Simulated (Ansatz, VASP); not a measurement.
# Li: VASP beside Ansatz

The input INCAR:

```
PREC = Accurate
ENCUT = 520
EDIFF = 1E-6
ISMEAR = 0
SIGMA = 0.15
LREAL = False
LASPH = True
NELM = 80
ALGO = Fast
ISIF = 2
LWAVE = False
LCHARG = False
GGA = PS
IVDW = 12
NBANDS = 10
```

The input KPOINTS:

```
Automatic mesh
0
Gamma
  16 16 10
```

POSCAR

```
Li
1.0
    0.0000000000     -2.0954789853     -2.0954789853
    0.0000000000      2.0954789853     -2.0954789853
    4.1909579706      0.0000000000      0.0000000000
Li
2
Direct
    0.5507043978      0.4492956022      0.5000000000
   -0.0507043978      0.0507043978      0.0000000000
```

Input for Ansatz:

```yaml
crystal:
  lattice:
    - [0.0, -2.0954789853, -2.0954789853]
    - [0.0, 2.0954789853, -2.0954789853]
    - [4.1909579706, 0.0, 0.0]
  atoms:
    - { symbol: Li, position: [0.5507043978, 0.4492956022, 0.5] }
    - { symbol: Li, position: [-0.0507043978, 0.0507043978, 0.0] }
basis:
  ecutwfc: 520.0
kpoints:
  mp_grid: { grid: [16, 16, 10] }
hamiltonian:
  xc: pbesol
  pseudopotentials: { kind: paw }
  dispersion: d3bj
scf:
  occupations: { method: gaussian, width: 0.15 }
output:
  forces: true
  stress: true
  eigenvalues: true
```

Change from the starting cell: mode 4 frozen in at -0.212 Å and mode 5 at +0.000 Å (largest displacements).

Alike in both runs: task single point; functional PBEsol; dispersion D3(BJ); k mesh 16 × 16 × 10; occupations gaussian, width 0.15 eV; no spin polarisation.

|  | VASP | Ansatz |
| --- | --- | --- |
| version | VASP 6.6.1 | Ansatz 0.2.0 |
| potentials or method | VASP PAW PBE potentials, release 64 (Li_sv), cutoff 520 eV | scalar-relativistic, plane waves, PAW |
| valence electrons in the cell | 6 | 6 |

|  | VASP | Ansatz | Ansatz less VASP |
| --- | --- | --- | --- |
| gap on the k mesh at the Fermi level (eV) | none | none | - |
| rms of the force components (eV/Å) | 0.199 | 0.199 | +0.0003 |

VASP's potentials were made for PBE, not for PBEsol. Atom by atom the forces differ by 0.000 eV/Å (rms over components). A gap of «none» marks a metal or a gap that the smearing closes.

Noted on VASP's run: the cutoff is short for stress, so the pressure is rough.
